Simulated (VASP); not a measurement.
# KBr (I4/mmm) in VASP: further runs

The runs below take KBr through single point, with PBE.

Program: VASP 6.6.1. These are calculated values, not measurements. Logs are shortened: lines on timing, memory, paths and dates and some standing lists are left out, and cuts for length are marked.

**1. The cell of the first run**

It takes space group I4/mmm (No. 139, tetragonal). The conventional cell has a = 4.470 Å, b = 4.470 Å, c = 6.848 Å, α = 90.00°, β = 90.00°, γ = 90.00°. K (site symmetry 4/mmm) has 6 Br at 3.16 to 3.42 Å within 4.2 Å. Br (site symmetry 4/mmm) has 6 K at 3.16 to 3.42 Å within 4.2 Å.

**2. Single point, PBE (strain -0.040 along x and y, +0.040 along z)**

INCAR

```
  PREC = Accurate
  ENCUT = 520
  EDIFF = 1E-7
  ISMEAR = 0
  SIGMA = 0.05
  LREAL = F
  LASPH = T
  NELM = 80
  ALGO = Normal
  ISIF = 2
  LWAVE = F
  LCHARG = F
  GGA = PE
  NBANDS = 15
```

KPOINTS

```
regular mesh
0
Gamma
  6 6 6
```

POSCAR

```
KBr
1.0
    0.0000000000      3.1608000000      3.4242000000
    3.1608000000      0.0000000000      3.4242000000
    3.1608000000      3.1608000000      0.0000000000
K Br
1 1
Direct
    0.0000000000      0.0000000000      0.0000000000
    0.5000000000      0.5000000000      0.5000000000
```

Potentials or basis: VASP PAW PBE potentials, release 64 (K_sv, Br).

On the command line:

```console
cat potpaw_PBE.64/K_sv/POTCAR potpaw_PBE.64/Br/POTCAR > POTCAR
mpirun -np 1 vasp_std > vasp.out
```

OUTCAR:

```text
PREC = Accurate
   ENCUT = 520
   EDIFF = 1E-7
   ISMEAR = 0
   LREAL = F
   LASPH = T
   NELM = 80
   ISIF = 2
   GGA = PE

 ion  position               nearest neighbor table
   1  0.000  0.000  0.000-   2 3.16   2 3.16   2 3.16   2 3.16
   2  0.500  0.500  0.500-   1 3.16   1 3.16   1 3.16   1 3.16

  LATTYP: Found a body centered tetragonal cell.
 ALAT       =     4.4700462279
 C/A-ratio  =     1.5320646926

  Lattice vectors:

 A1 = (  -3.1608000000,   0.0000000000,   3.4242000000)
 A2 = (   3.1608000000,   0.0000000000,   3.4242000000)
 A3 = (   0.0000000000,   3.1608000000,  -3.4242000000)

Analysis of symmetry for initial positions (statically):
=====================================================================
 Subroutine PRICEL returns:
 Original cell was already a primitive cell.

 Routine SETGRP: Setting up the symmetry group for a
 body centered tetragonal supercell.

 Subroutine GETGRP returns: Found 16 space group operations
 (whereof 16 operations were pure point group operations)
 out of a pool of 16 trial point group operations.

The static configuration has the point symmetry D_4h.

Analysis of symmetry for dynamics (positions and initial velocities):
=====================================================================
 Subroutine PRICEL returns:
 Original cell was already a primitive cell.

 Routine SETGRP: Setting up the symmetry group for a
 body centered tetragonal supercell.

 Subroutine GETGRP returns: Found 16 space group operations
 (whereof 16 operations were pure point group operations)
 out of a pool of 16 trial point group operations.

The dynamic configuration has the point symmetry D_4h.

 Subroutine INISYM returns: Found 16 space group operations
 (whereof 16 operations are pure point group operations),
 and found     1 'primitive' translations

----------------------------------------------------------------------------------------

                                     Primitive cell

  volume of cell :      68.4200

  direct lattice vectors                    reciprocal lattice vectors
     0.000000000  3.160800000  3.424200000    -0.158187801  0.158187801  0.146019508
     3.160800000  0.000000000  3.424200000     0.158187801 -0.158187801  0.146019508
     3.160800000  3.160800000  0.000000000     0.158187801  0.158187801 -0.146019508

  length of vectors
     4.660021704  4.660021704  4.470046228     0.267148755  0.267148755  0.267148755

  position of ions in fractional coordinates (direct lattice)
     0.000000000  0.000000000  0.000000000
     0.500000000  0.500000000  0.500000000

  ion indices of the primitive-cell ions
   primitive index   ion index
                 1           1
                 2           2

----------------------------------------------------------------------------------------

 KPOINTS: regular mesh

Automatic generation of k-mesh.
 Grid dimensions read from file:
 generate k-points for:    6    6    6

 Generating k-lattice:

  Cartesian coordinates                     Fractional coordinates (reciprocal lattice)
    -0.026364633  0.026364633  0.024336585     0.166666667  0.000000000  0.000000000
     0.026364633 -0.026364633  0.024336585     0.000000000  0.166666667  0.000000000
     0.026364633  0.026364633 -0.024336585     0.000000000  0.000000000  0.166666667

  Length of vectors
     0.044524792  0.044524792  0.044524792

  Shift w.r.t. Gamma in fractional coordinates (k-lattice)
     0.000000000  0.000000000  0.000000000

 Subroutine IBZKPT returns following result:
 ===========================================

 Found     30 irreducible k-points:

 Following reciprocal coordinates:
            Coordinates               Weight
  0.000000  0.000000  0.000000      1.000000
  0.166667  0.000000  0.000000      8.000000
  0.333333  0.000000  0.000000      8.000000
  0.500000  0.000000  0.000000      4.000000
  0.166667  0.166667  0.000000      2.000000
  0.333333  0.166667  0.000000      8.000000
[... 16 lines left out ...]
  0.333333  0.000000  0.333333      4.000000
  0.500000  0.000000  0.333333     16.000000
 [... further k-points ...]
   k-points           NKPTS =     30   k-points in BZ     NKDIM =     30   number of bands    NBANDS=     15
   number of dos      NEDOS =    301   number of ions     NIONS =      2
   total plane-waves  NPLWV =  46656
   dimension x,y,z NGX =    36 NGY =   36 NGZ =   36
   dimension x,y,z NGXF=    72 NGYF=   72 NGZF=   72
   ions per type =               1   1
   NGX,Y,Z   is equivalent  to a cutoff of  12.84, 12.84, 13.39 a.u.
   NGXF,Y,Z  is equivalent  to a cutoff of  25.69, 25.69, 26.78 a.u.
 SYSTEM =  unknown system
   PREC   = accura    normal or accurate (medium, high low for compatibility)
   ISTART =      0    job   : 0-new  1-cont  2-samecut
   ICHARG =      2    charge: 1-file 2-atom 10-const
   ISPIN  =      1    spin polarized calculation?
   LNONCOLLINEAR =      F non collinear calculations
   LSORBIT =      F    spin-orbit coupling
   LASPH  =      T    aspherical Exc in radial PAW
   ENCUT  =  520.0 eV  38.22 Ry    6.18 a.u.   8.66  8.66  8.31*2*pi/ulx,y,z
   NELM   =     80;   NELMIN=  2; NELMDL= -5     # of ELM steps
   EDIFF  = 0.1E-06   stopping-criterion for ELM
   LREAL  =      F    real-space projection
   EDIFFG = 0.1E-05   stopping-criterion for IOM
   NSW    =      0    number of steps for IOM
   IBRION =     -1    ionic relax: 0-MD 1-quasi-New 2-CG
   NFREE  =      0    steps in history (QN), initial steepest desc. (CG)
   ISIF   =      2    stress and relaxation
   ISYM   =      2    0-nonsym 1-usesym 2-fastsym
   POTIM  = 0.5000    time-step for ionic-motion
   TEBEG  =    0.0;   TEEND  =   0.0 temperature during run
   PSTRESS=    0.0 pullay stress
   NELECT =      16.0000    total number of electrons
   NUPDOWN=      -1.0000    fix difference up-down
   EMIN   =  10.00;   EMAX   =-10.00  energy-range for DOS
   EFERMI =   0.00;   METHOD = LEGACY
   ISMEAR =     0;   SIGMA  =   0.05  broadening in eV -4-tet -1-fermi 0-gaus
   EFERMI_NEDOS =   21; number of points for ismear=-14 and -15
   IALGO  =     38    algorithm
   IMIX   =      4    mixing-type and parameters
     AMIX     =   0.40;   BMIX     =  1.00
     AMIX_MAG =   1.60;   BMIX_MAG =  1.00
  volume/ion in A,a.u.               =      34.21       230.86
  Fermi-wavevector in a.u.,A,eV,Ry     =   1.008603  1.905984 13.840947  1.017281
  Thomas-Fermi vector in A             =   2.141480
   LORBIT       =      0    0 simple, 1 ext, 2 COOP (PROOUT), +10 PAW based schemes
   GGA     = PE    functional components
   LHFCALC =     F    Hartree Fock is set to
   AEXX    =    0.0000 exact exchange contribution
   IVDW    =     0    specifies the selected vdW correction
   LEPSILON=     F    determine dielectric tensor
   LRPA    =     F    only Hartree local field effects (RPA)
 non-spin polarized calculation
 Gauss-broadening in eV      SIGMA  =   0.05
  energy-cutoff  :      520.00
  volume of cell :       68.42
 maximum number of plane-waves:      1873
 NGX is ok and might be reduce to    36
   NGX = 17   NGY = 17   NGZ = 17

 number of electron      16.0000002 magnetization

 Free energy of the ion-electron system (eV)
  ---------------------------------------------------
  ext. energy  EPLUGINS =         0.00000000
  ---------------------------------------------------
  free energy    TOTEN  =        -6.15306222 eV

  energy without entropy =       -6.15306222  energy(sigma->0) =       -6.15306222

 E-fermi :  -1.1981     XC(G=0):  -7.5607

 val. band max:       -1.5158453629   @ k =   0.0000   0.0000   0.0000
 cond. band min:       3.0149420285   @ k =   0.0000   0.0000   0.0000
 fundamental gap:      4.5307873914
 Fermi energy:        -1.1980985546

 k-point     1 :       0.0000    0.0000    0.0000
  band No.  band energies     occupation
      1     -29.2024      2.00000
      2     -13.9003      2.00000
      3     -12.6887      2.00000
      4     -12.6884      2.00000
      5     -12.6884      2.00000
      6      -1.5722      2.00000
      7      -1.5158      2.00000
      8      -1.5158      2.00000
      9       3.0149      0.00000
     10       5.7487      0.00000
     11       6.2588      0.00000
     12       6.2588      0.00000
     13       6.7956      0.00000
     14       7.1046      0.00000
     15      10.2251      0.00000

 k-point     2 :       0.1667    0.0000    0.0000
  band No.  band energies     occupation
      1     -29.2005      2.00000
      2     -13.9631      2.00000
      3     -12.6930      2.00000
      4     -12.6871      2.00000
      5     -12.6024      2.00000
      6      -1.9346      2.00000
      7      -1.6568      2.00000
      8      -1.6218      2.00000
      9       3.6917      0.00000
     10       5.9005      0.00000
     11       6.3303      0.00000
     12       6.5824      0.00000
     13       7.1853      0.00000
     14       7.5188      0.00000
     15      11.1450      0.00000

 k-point     3 :       0.3333    0.0000    0.0000
  band No.  band energies     occupation
      1     -29.1967      2.00000
      2     -14.0701      2.00000
      3     -12.7015      2.00000
      4     -12.6845      2.00000
      5     -12.4477      2.00000
      6      -2.5633      2.00000
      7      -1.8444      2.00000
      8      -1.8198      2.00000
      9       4.7819      0.00000
     10       6.2872      0.00000
     11       7.2089      0.00000
     12       7.4627      0.00000
     13       8.1608      0.00000
     14       8.5597      0.00000
     15      10.0152      0.00000
[... 343 lines left out ...]
 k-point    23 :       0.3333    0.0000    0.3333
  band No.  band energies     occupation
      1     -29.1941      2.00000
      2     -13.9310      2.00000
      3     -12.7370      2.00000
      4     -12.7150      2.00000
      5     -12.6091      2.00000
      6      -2.4342      2.00000
      7      -1.8210      2.00000
      8      -1.8033      2.00000
      9       4.5929      0.00000
     10       5.1560      0.00000
     11       7.6816      0.00000
     12       8.5142      0.00000
     13       8.5256      0.00000
     14       8.7013      0.00000
     15       9.8120      0.00000

 k-point    24 :       0.5000    0.0000    0.3333
  band No.  band energies     occupation
      1     -29.1923      2.00000
      2     -13.8855      2.00000
      3     -12.7611      2.00000
      4     -12.7240      2.00000
      5     -12.6497      2.00000
      6      -2.3825      2.00000
      7      -2.0107      2.00000
      8      -1.8838      2.00000
      9       4.6965      0.00000
     10       6.0775      0.00000
     11       7.6178      0.00000
     12       8.2033      0.00000
     13       8.5196      0.00000
     14       9.0659      0.00000
     15       9.7663      0.00000

 [... further k-points ...]

------------------------ aborting loop because EDIFF is reached ----------------------------------------

  FORCE on cell =-STRESS in cart. coord.  units (eV):
  Direction    XX          YY          ZZ          XY          YZ          ZX
  --------------------------------------------------------------------------------------
  -------------------------------------------------------------------------------------
  Total        1.2972445      1.2972445      0.0054156      0.0000000      0.0000000      0.0000000
  in kB       30.3773068     30.3773068      0.1268154      0.0000000      0.0000000      0.0000000
  external PRESSURE =      20.2938097 kB  Pullay stress =       0.0000000 kB

 VOLUME and BASIS-vectors are now :
 -----------------------------------------------------------------------------
  energy-cutoff  :      520.00
  volume of cell :       68.42
      direct lattice vectors                 reciprocal lattice vectors
     0.000000000  3.160800000  3.424200000    -0.158187801  0.158187801  0.146019508
     3.160800000  0.000000000  3.424200000     0.158187801 -0.158187801  0.146019508
     3.160800000  3.160800000  0.000000000     0.158187801  0.158187801 -0.146019508

 POSITION                                       TOTAL-FORCE (eV/Angst)
 -----------------------------------------------------------------------------------
      0.00000      0.00000      0.00000        -0.000000     -0.000000      0.000000
      3.16080      3.16080      3.42420         0.000000      0.000000     -0.000000
 -----------------------------------------------------------------------------------
    total drift:                                0.000000      0.000000      0.000000

  FREE ENERGIE OF THE ION-ELECTRON SYSTEM (eV)
  ---------------------------------------------------
  free  energy   TOTEN  =        -6.1530622175 eV

  energy  without entropy=       -6.1530622175  energy(sigma->0) =       -6.15306222
```

Wall time 61 s (1 thread of Intel Xeon 8259CL, shared host); peak memory 0.21 GiB.

What came out:

```
Free energy            : -6.1531 eV
Pressure               : 2.0 GPa
Band gap on the k mesh : 4.53 eV
```

Caveat: the cell differs from its parent crystal (strain -0.040 along x and y, +0.040 along z).

**3. Single point, PBE (strain -0.040 along x and y, +0.080 along z)**

INCAR

```
SYSTEM = KBr
ALGO = Normal ; EDIFF = 1E-6
ENCUT = 520 ; GGA = PE
ISIF = 2 ; ISMEAR = 0
LASPH = .TRUE. ; LCHARG = .TRUE.
LELF = .TRUE. ; LREAL = .FALSE.
LVHAR = .TRUE. ; LWAVE = .FALSE.
NBANDS = 15 ; NELM = 60
PREC = Accurate ; SIGMA = 0.05
```

KPOINTS

```
k-points
0
G
  6 6 6
  0 0 0
```

POSCAR

```
KBr
1.0
    0.0000000000      3.1608000000      3.5559000000
    3.1608000000      0.0000000000      3.5559000000
    3.1608000000      3.1608000000      0.0000000000
K Br
1 1
Direct
    0.0000000000      0.0000000000      0.0000000000
    0.5000000000      0.5000000000      0.5000000000
```

Potentials or basis: VASP PAW PBE potentials, release 64 (K_sv, Br).

On the command line:

```console
cat potpaw_PBE.64/K_sv/POTCAR potpaw_PBE.64/Br/POTCAR > POTCAR
mpirun -np 1 vasp_std > vasp.out
```

It took 73 s on 1 thread of Intel Xeon 8259CL, shared host; peak memory 0.21 GiB.

The run converged. Its results:

```
Free energy            : -6.1465 eV
Pressure               : 1.6 GPa
Band gap on the k mesh : 4.41 eV
```

Stress tensor (GPa, compression positive):
```
 2.75  0.00  0.00
 0.00  2.75  0.00
 0.00  0.00 -0.76
```

Levels at points of the mesh, in eV from the valence-band top:
| k point | band 5 | band 6 | band 7 | band 8 | band 9 | band 10 | band 11 | band 12 |
| --- | --- | --- | --- | --- | --- | --- | --- | --- |
| (0.00, 0.00, 0.00) | -11.23 | -0.07 | 0.00 | 0.00 | 4.41 | 7.13 | 7.86 | 7.86 |
| (0.50, 0.00, 0.00) | -10.92 | -1.25 | -0.40 | -0.37 | 6.57 | 8.18 | 9.72 | 9.81 |
| (0.50, 0.50, 0.00) | -11.26 | -0.93 | -0.20 | -0.20 | 5.91 | 7.22 | 9.08 | 9.23 |
| (0.50, 0.00, 0.50) | -11.27 | -0.79 | -0.40 | -0.32 | 5.81 | 7.27 | 9.49 | 9.71 |

Caveat: the cell differs from its parent crystal (strain -0.040 along x and y, +0.080 along z).

**4. Single point, PBE (strain +0.040 along x and y, -0.080 along z)**

INCAR

```
  PREC = Accurate
  ENCUT = 520
  EDIFF = 1E-6
  ISMEAR = 0
  SIGMA = 0.05
  LREAL = False
  LASPH = True
  NELM = 60
  ALGO = Normal
  ISIF = 2
  LWAVE = False
  LCHARG = True
  GGA = PE
  LELF = True
  LVHAR = True
  NBANDS = 15
```

KPOINTS

```
regular mesh
0
Gamma
  6 6 6
```

POSCAR

```
KBr
1.0
    0.0000000000      3.4242000000      3.0291000000
    3.4242000000      0.0000000000      3.0291000000
    3.4242000000      3.4242000000      0.0000000000
K Br
1 1
Direct
    0.0000000000      0.0000000000      0.0000000000
    0.5000000000      0.5000000000      0.5000000000
```

On the command line:

```console
cat potpaw_PBE.64/K_sv/POTCAR potpaw_PBE.64/Br/POTCAR > POTCAR
mpirun -np 1 vasp_std > vasp.out
```

It took 68 s on 1 thread of Intel Xeon 8259CL, shared host; peak memory 0.21 GiB.

The run converged. Its results:

| Quantity | Value |
| --- | --- |
| Free energy | -6.1164 eV |
| Pressure | 1.8 GPa |
| Band gap on the k mesh | 4.35 eV |

Stress tensor (GPa, compression positive):
```
-0.13  0.00  0.00
 0.00 -0.13  0.00
 0.00  0.00  5.61
```

Levels at points of the mesh, in eV from the valence-band top:
```
           k point  band 5  band 6  band 7  band 8  band 9  band 10  band 11  band 12
(0.00, 0.00, 0.00)  -11.28   -0.10   -0.10    0.00    4.35     7.32     7.32     8.07
(0.50, 0.00, 0.00)  -10.93   -1.30   -0.45   -0.44    6.52     8.14     9.57     9.76
(0.50, 0.50, 0.00)  -11.33   -0.72   -0.48   -0.48    5.67     7.36     9.56     9.81
(0.50, 0.00, 0.50)  -11.29   -0.96   -0.28   -0.28    5.87     7.10     9.24     9.31
```

Caveat: the cell differs from its parent crystal (strain +0.040 along x and y, -0.080 along z).

**5. Single point, PBE (strain +0.040 along x and y, -0.040 along z)**

INCAR

```
PREC = Accurate
ENCUT = 520
EDIFF = 1E-6
ISMEAR = 0
SIGMA = 0.05
LREAL = False
LASPH = True
NELM = 60
ALGO = Normal
ISIF = 2
LWAVE = False
LCHARG = False
GGA = PE
NBANDS = 15
```

KPOINTS

```
Automatic mesh
0
Gamma
  6 6 6
```

POSCAR

```
KBr
1.0
    0.0000000000      3.4242000000      3.1608000000
    3.4242000000      0.0000000000      3.1608000000
    3.4242000000      3.4242000000      0.0000000000
K Br
1 1
Direct
    0.0000000000      0.0000000000      0.0000000000
    0.5000000000      0.5000000000      0.5000000000
```

On the command line:

```console
cat potpaw_PBE.64/K_sv/POTCAR potpaw_PBE.64/Br/POTCAR > POTCAR
mpirun -np 1 vasp_std > vasp.out
```

Wall time 45 s (1 thread of Intel Xeon 8259CL, shared host); peak memory 0.22 GiB.

It converged, with:

```
Free energy            : -6.1910 eV
Pressure               : 0.6 GPa
Band gap on the k mesh : 4.32 eV
```

Stress tensor (GPa, compression positive):
```
-0.34  0.00  0.00
 0.00 -0.34  0.00
 0.00  0.00  2.37
```

Levels at points of the mesh, in eV from the valence-band top:
```
           k point  band 4  band 5  band 6  band 7  band 8  band 9  band 10  band 11  band 12  band 13
(0.00, 0.00, 0.00)  -11.34  -11.34   -0.03   -0.03    0.00    4.32     7.43     7.43     7.91     8.19
(0.50, 0.00, 0.00)  -11.34  -11.06   -1.15   -0.35   -0.34    6.49     8.06     9.64     9.66     9.70
(0.50, 0.50, 0.00)  -11.38  -11.38   -0.72   -0.37   -0.37    5.80     7.17     9.43     9.59     9.61
(0.50, 0.00, 0.50)  -11.37  -11.36   -0.84   -0.27   -0.24    5.92     7.03     9.15     9.26     9.58
```

Caveat: the cell differs from its parent crystal (strain +0.040 along x and y, -0.040 along z).

**6. The runs side by side**

```csv
cell,gap on the mesh (eV),pressure (GPa)
"a = 4.660, b = 4.660, c = 4.470 Å, angles 61.3, 61.3, 57.3°, 2 atoms",4.53,2.0
"a = 4.758, b = 4.758, c = 4.470 Å, angles 62.0, 62.0, 56.0°, 2 atoms",4.41,1.6
"a = 4.572, b = 4.572, c = 4.843 Å, angles 58.0, 58.0, 64.0°, 2 atoms",4.35,1.8
"a = 4.660, b = 4.660, c = 4.843 Å, angles 58.7, 58.7, 62.6°, 2 atoms",4.32,0.6
```

Alike in all rows: task single point; level PBE; potentials or basis VASP PAW PBE potentials, release 64 (K_sv, Br); no spin polarisation; k mesh 6 × 6 × 6; cutoff (eV) 520; smearing gaussian 0.05 eV.

Absolute energies hang on the potentials; compare differences alone.
